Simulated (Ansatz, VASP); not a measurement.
## One calculation of YHg2, two programs

```
Y Hg
1.0
     4.70652    0.00000    0.00000
    -2.35326    4.07597    0.00000
     0.00000    0.00000    3.48821
Y Hg
1 2
Direct
  0.00000 0.00000 0.00000
  0.33333 0.66667 0.50000
  0.66667 0.33333 0.50000
```

Change from the starting cell: volume scaled by 0.96.

Alike in both runs: task single point; functional PBEsol; k mesh 10 × 10 × 12; occupations fermi-dirac, width 0.03 eV; no spin polarisation.

```csv
,VASP,Ansatz
version,VASP 6.6.1,Ansatz 0.2.0
potentials or method,"VASP PAW PBE potentials, release 64 (Y_sv, Hg), cutoff 520 eV","all-electron LAPW, scalar-relativistic"
```

```tsv
	VASP	Ansatz	Ansatz less VASP
pressure (GPa)	4.7	4.2	-0.48
traceless stress, the component that is largest in VASP (GPa)	-3.75	-3.38	+0.366
```

VASP's potentials were made for PBE, not for PBEsol. Ansatz ran all-electron here, and VASP with PAW potentials.

Neither program's run includes spin-orbit coupling.
